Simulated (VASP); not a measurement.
# In3Sb2As (P1) in VASP: single point with PBE

Aim: the single point of In3Sb2As with PBE.

Everything below comes from runs of VASP 6.6.1. Logs are shortened: lines on timing, memory, paths and dates and some standing lists are left out, and cuts for length are marked.

### Step 1. The cell of the first run

The typed cell holds 6 atoms: a = 4.548 Å, b = 6.115 Å, c = 8.304 Å, α = 68.93°, β = 83.31°, γ = 75.81°.

The cell was built from a structure type or drawn by symmetry, and may not be a known phase.

### Step 2. Single point, PBE

INCAR

```
SYSTEM = In3Sb2As
PREC     = Accurate       ! precision mode
ENCUT    = 520            ! plane-wave cutoff, eV
EDIFF    = 1E-7           ! SCF threshold, eV
ISMEAR   = 0              ! smearing method
SIGMA    = 0.02           ! smearing width, eV
LREAL    = .False.        ! projectors in reciprocal space
LASPH    = .True.         ! aspherical terms in the spheres
NELM     = 60             ! most SCF steps
ALGO     = Normal         ! electronic algorithm
ISIF     = 2              ! what is computed and relaxed
LWAVE    = .False.        ! write WAVECAR
LCHARG   = .False.        ! write CHGCAR
GGA      = PE             ! functional
NBANDS   = 36             ! bands
```

KPOINTS

```
regular mesh
0
Gamma
  8 6 6
  0 0 0
```

POSCAR

```
In3Sb2As
1.0
    4.5477623911     -0.0032934001     -0.0032766304
    1.5035966401      5.9273902613      0.0165102418
    0.9745366709      2.8112936590      7.7526435082
In Sb As
3 2 1
Direct
    0.6803313402      0.6936529500      0.9933689194
    0.9432589842      0.4651382133      0.7510654045
    0.2091744782      0.0711958989      0.3026483958
    0.0911803921      0.9857192093      0.9974208240
    0.4515769100      0.5766930813      0.5249066376
    0.6244778553      0.3326016370      0.3055888287
```

Potentials or basis: VASP PAW PBE potentials, release 64 (In_d, Sb, As).

Command:

```console
$ cat potpaw_PBE.64/In_d/POTCAR potpaw_PBE.64/Sb/POTCAR potpaw_PBE.64/As/POTCAR > POTCAR
$ mpirun -np 1 vasp_std > vasp.out
```

OUTCAR:

```text
SYSTEM = In3Sb2As
   PREC = Accurate
   ENCUT = 520
   EDIFF = 1E-7
   ISMEAR = 0
   LREAL = .False.
   LASPH = .True.
   NELM = 60
   ISIF = 2
   GGA = PE

 ion  position               nearest neighbor table
   1  0.680  0.694  0.993-   6 2.77   4 2.84   2 2.84   4 2.89
   2  0.943  0.465  0.751-   1 2.84   5 2.86   4 2.88   5 2.88
   3  0.209  0.071  0.303-   6 2.75   6 2.76   4 2.90   5 2.93
   4  0.091  0.986  0.997-   1 2.84   2 2.88   1 2.89   3 2.90
   5  0.452  0.577  0.525-   6 2.68   2 2.86   2 2.88   3 2.93
   6  0.624  0.333  0.306-   5 2.68   3 2.75   3 2.76   1 2.77

  LATTYP: Found a triclinic cell.
 ALAT       =     4.5477647640
 B/A-ratio  =     2.1815899138
 C/A-ratio  =     1.4658540123
 COS(alpha) =     0.0000619402
 COS(beta)  =     0.4572920837
 COS(gamma) =     0.5558391772

  Lattice vectors:

 A1 = (   4.5477623911,  -0.0032934001,  -0.0032766304)
 A2 = (   5.5222990620,   2.8080002589,   7.7493668778)
 A3 = (   3.0441657510,  -5.9306836614,  -0.0197868722)

Analysis of symmetry for initial positions (statically):
=====================================================================
 Subroutine PRICEL returns:
 Original cell was already a primitive cell.

 Routine SETGRP: Setting up the symmetry group for a
 triclinic supercell.

 Subroutine GETGRP returns: Found  1 space group operations
 (whereof  1 operations were pure point group operations)
 out of a pool of  2 trial point group operations.

The static configuration has the point symmetry C_1 .

Analysis of symmetry for dynamics (positions and initial velocities):
=====================================================================
 Subroutine PRICEL returns:
 Original cell was already a primitive cell.

 Routine SETGRP: Setting up the symmetry group for a
 triclinic supercell.

 Subroutine GETGRP returns: Found  1 space group operations
 (whereof  1 operations were pure point group operations)
 out of a pool of  2 trial point group operations.

The dynamic configuration has the point symmetry C_1 .

 Subroutine INISYM returns: Found  1 space group operations
 (whereof  1 operations are pure point group operations),
 and found     1 'primitive' translations

----------------------------------------------------------------------------------------

                                     Primitive cell

  volume of cell :     208.8154

  direct lattice vectors                    reciprocal lattice vectors
     4.547762391 -0.003293400 -0.003276630     0.219842640 -0.055746650 -0.007419987
     1.503596640  5.927390261  0.016510242     0.000078160  0.168859069 -0.061242156
     0.974536671  2.811293659  7.752643508     0.000092749 -0.000383168  0.129115547

  length of vectors
     4.547764764  6.115147648  8.304009581     0.226921862  0.179621805  0.129116149

  position of ions in fractional coordinates (direct lattice)
     0.680331340  0.693652950  0.993368919
     0.943258984  0.465138213  0.751065404
     0.209174478  0.071195899  0.302648396
     0.091180392  0.985719209  0.997420824
     0.451576910  0.576693081  0.524906638
     0.624477855  0.332601637  0.305588829

  ion indices of the primitive-cell ions
   primitive index   ion index
                 1           1
                 2           2
                 3           3
                 4           4
                 5           5
                 6           6

----------------------------------------------------------------------------------------

 KPOINTS: regular mesh

Automatic generation of k-mesh.
 Grid dimensions read from file:
 generate k-points for:    8    6    6

 Generating k-lattice:

  Cartesian coordinates                     Fractional coordinates (reciprocal lattice)
     0.027480330 -0.006968331 -0.000927498     0.125000000  0.000000000  0.000000000
     0.000013027  0.028143178 -0.010207026    -0.000000000  0.166666667  0.000000000
     0.000015458 -0.000063861  0.021519258    -0.000000000  0.000000000  0.166666667

  Length of vectors
     0.028365233  0.029936968  0.021519358

  Shift w.r.t. Gamma in fractional coordinates (k-lattice)
     0.000000000  0.000000000  0.000000000

 Subroutine IBZKPT returns following result:
 ===========================================

 Found    148 irreducible k-points:

 Following reciprocal coordinates:
            Coordinates               Weight
  0.000000  0.000000  0.000000      1.000000
  0.125000 -0.000000 -0.000000      2.000000
  0.250000 -0.000000 -0.000000      2.000000
  0.375000 -0.000000 -0.000000      2.000000
  0.500000 -0.000000 -0.000000      1.000000
  0.000000  0.166667  0.000000      2.000000
[... 16 lines left out ...]
  0.125000  0.500000  0.000000      2.000000
  0.250000  0.500000 -0.000000      2.000000
 [... further k-points ...]
   k-points           NKPTS =    148   k-points in BZ     NKDIM =    148   number of bands    NBANDS=     36
   number of dos      NEDOS =    301   number of ions     NIONS =      6
   total plane-waves  NPLWV = 110592
   dimension x,y,z NGX =    36 NGY =   48 NGZ =   64
   dimension x,y,z NGXF=    72 NGYF=   96 NGZF=  128
   ions per type =               3   2   1
   NGX,Y,Z   is equivalent  to a cutoff of  13.16, 13.05, 12.81 a.u.
   NGXF,Y,Z  is equivalent  to a cutoff of  26.32, 26.10, 25.63 a.u.
 SYSTEM =  In3Sb2As
   PREC   = accura    normal or accurate (medium, high low for compatibility)
   ISTART =      0    job   : 0-new  1-cont  2-samecut
   ICHARG =      2    charge: 1-file 2-atom 10-const
   ISPIN  =      1    spin polarized calculation?
   LNONCOLLINEAR =      F non collinear calculations
   LSORBIT =      F    spin-orbit coupling
   LASPH  =      T    aspherical Exc in radial PAW
   ENCUT  =  520.0 eV  38.22 Ry    6.18 a.u.   8.46 11.37 15.44*2*pi/ulx,y,z
   NELM   =     60;   NELMIN=  2; NELMDL= -5     # of ELM steps
   EDIFF  = 0.1E-06   stopping-criterion for ELM
   LREAL  =      F    real-space projection
   EDIFFG = 0.1E-05   stopping-criterion for IOM
   NSW    =      0    number of steps for IOM
   IBRION =     -1    ionic relax: 0-MD 1-quasi-New 2-CG
   NFREE  =      0    steps in history (QN), initial steepest desc. (CG)
   ISIF   =      2    stress and relaxation
   ISYM   =      2    0-nonsym 1-usesym 2-fastsym
   POTIM  = 0.5000    time-step for ionic-motion
   TEBEG  =    0.0;   TEEND  =   0.0 temperature during run
   PSTRESS=    0.0 pullay stress
   NELECT =      54.0000    total number of electrons
   NUPDOWN=      -1.0000    fix difference up-down
   EMIN   =  10.00;   EMAX   =-10.00  energy-range for DOS
   EFERMI =   0.00;   METHOD = LEGACY
   ISMEAR =     0;   SIGMA  =   0.02  broadening in eV -4-tet -1-fermi 0-gaus
   EFERMI_NEDOS =   21; number of points for ismear=-14 and -15
   IALGO  =     38    algorithm
   IMIX   =      4    mixing-type and parameters
     AMIX     =   0.40;   BMIX     =  1.00
     AMIX_MAG =   1.60;   BMIX_MAG =  1.00
  volume/ion in A,a.u.               =      34.80       234.86
  Fermi-wavevector in a.u.,A,eV,Ry     =   1.043002  1.970988 14.801148  1.087854
  Thomas-Fermi vector in A             =   2.177692
   LORBIT       =      0    0 simple, 1 ext, 2 COOP (PROOUT), +10 PAW based schemes
   GGA     = PE    functional components
   LHFCALC =     F    Hartree Fock is set to
   AEXX    =    0.0000 exact exchange contribution
   IVDW    =     0    specifies the selected vdW correction
   LEPSILON=     F    determine dielectric tensor
   LRPA    =     F    only Hartree local field effects (RPA)
 non-spin polarized calculation
 Gauss-broadening in eV      SIGMA  =   0.02
  energy-cutoff  :      520.00
  volume of cell :      208.82
 maximum number of plane-waves:      5652
 NGX is ok and might be reduce to    36
   NGX = 17   NGY = 23   NGZ = 31

 number of electron      53.9999993 magnetization

 Free energy of the ion-electron system (eV)
  ---------------------------------------------------
  ext. energy  EPLUGINS =         0.00000000
  ---------------------------------------------------
  free energy    TOTEN  =       -20.77564541 eV

  energy without entropy =      -20.77564541  energy(sigma->0) =      -20.77564541

 E-fermi :   4.1790     XC(G=0):  -8.4374

 val. band max:        4.0987710312   @ k =   0.1250   0.5000   0.3333
 cond. band min:       4.2627061820   @ k =   0.0000  -0.3333   0.1667
 fundamental gap:      0.1639351509
 Fermi energy:         4.1789581645

 k-point     1 :       0.0000    0.0000    0.0000
  band No.  band energies     occupation
      1     -10.4407      2.00000
      2     -10.4107      2.00000
      3     -10.3921      2.00000
      4     -10.3830      2.00000
      5     -10.3682      2.00000
      6     -10.3307      2.00000
[... 28 lines left out ...]
     35       8.6393      0.00000
     36       9.3053      0.00000

 k-point     2 :       0.1250   -0.0000   -0.0000
  band No.  band energies     occupation
      1     -10.4399      2.00000
      2     -10.4103      2.00000
      3     -10.3947      2.00000
      4     -10.3824      2.00000
      5     -10.3692      2.00000
      6     -10.3302      2.00000
[... 28 lines left out ...]
     35       8.6441      0.00000
     36       9.1162      0.00000

 k-point     3 :       0.2500   -0.0000   -0.0000
  band No.  band energies     occupation
      1     -10.4402      2.00000
      2     -10.4128      2.00000
      3     -10.3957      2.00000
      4     -10.3813      2.00000
      5     -10.3715      2.00000
      6     -10.3282      2.00000
[... 28 lines left out ...]
     35       9.0038      0.00000
     36       9.2498      0.00000
[... 742 lines left out ...]
 k-point    23 :       0.1250    0.5000    0.0000
  band No.  band energies     occupation
      1     -10.4371      2.00000
      2     -10.4140      2.00000
      3     -10.3902      2.00000
      4     -10.3838      2.00000
      5     -10.3682      2.00000
      6     -10.3307      2.00000
[... 28 lines left out ...]
     35       8.5134      0.00000
     36       8.7226      0.00000

 k-point    24 :       0.2500    0.5000   -0.0000
  band No.  band energies     occupation
      1     -10.4413      2.00000
      2     -10.4131      2.00000
      3     -10.3892      2.00000
      4     -10.3862      2.00000
      5     -10.3703      2.00000
      6     -10.3276      2.00000
[... 28 lines left out ...]
     35       8.6564      0.00000
     36       8.8556      0.00000

 [... further k-points ...]

------------------------ aborting loop because EDIFF is reached ----------------------------------------

  FORCE on cell =-STRESS in cart. coord.  units (eV):
  Direction    XX          YY          ZZ          XY          YZ          ZX
  --------------------------------------------------------------------------------------
  -------------------------------------------------------------------------------------
  Total       -0.0258541      0.0028209      0.0041150      0.0086893      0.0294834      0.0006617
  in kB       -0.1983708      0.0216437      0.0315728      0.0666706      0.2262171      0.0050767
  external PRESSURE =      -0.0483848 kB  Pullay stress =       0.0000000 kB

 VOLUME and BASIS-vectors are now :
 -----------------------------------------------------------------------------
  energy-cutoff  :      520.00
  volume of cell :      208.82
      direct lattice vectors                 reciprocal lattice vectors
     4.547762391 -0.003293400 -0.003276630     0.219842640 -0.055746650 -0.007419987
     1.503596640  5.927390261  0.016510242     0.000078160  0.168859069 -0.061242156
     0.974536671  2.811293659  7.752643508     0.000092749 -0.000383168  0.129115547

 POSITION                                       TOTAL-FORCE (eV/Angst)
 -----------------------------------------------------------------------------------
      5.10503      6.90196      7.71046         0.004875      0.005381     -0.008791
      5.72104      4.86541      5.82733        -0.004290     -0.001701     -0.004251
      1.35327      1.27215      2.34682         0.001666      0.000859      0.005603
      2.86881      8.64648      7.74862        -0.003603      0.001232      0.003686
      3.43232      4.89246      4.07746        -0.000148      0.011309      0.010870
      3.63788      2.82850      2.37257         0.001500     -0.017081     -0.007117
 -----------------------------------------------------------------------------------
    total drift:                               -0.000847     -0.000073     -0.000487

  FREE ENERGIE OF THE ION-ELECTRON SYSTEM (eV)
  ---------------------------------------------------
  free  energy   TOTEN  =       -20.7756454127 eV

  energy  without entropy=      -20.7756454127  energy(sigma->0) =      -20.77564541
```

It took 29 min on 1 thread of Oxide Virtual Turin-like, shared host; peak memory 1 GiB.

What came out:

```yaml
Free_energy: -20.7756 eV
Pressure: 0.0 GPa
Largest_force: 0.019 eV/Å
Band_gap_on_the_k_mesh: 0.16 eV (least direct gap 0.26 eV)
```

Forces in eV/Å, atoms in the order of the input:
```
In   0.005  0.005 -0.009
In  -0.004 -0.002 -0.004
In   0.002  0.001  0.006
Sb  -0.004  0.001  0.004
Sb   0.000  0.011  0.011
As   0.002 -0.017 -0.007
```

Caveat: spin-orbit coupling is left out, which moves the levels of the heavy elements. A k mesh can miss the band edges.
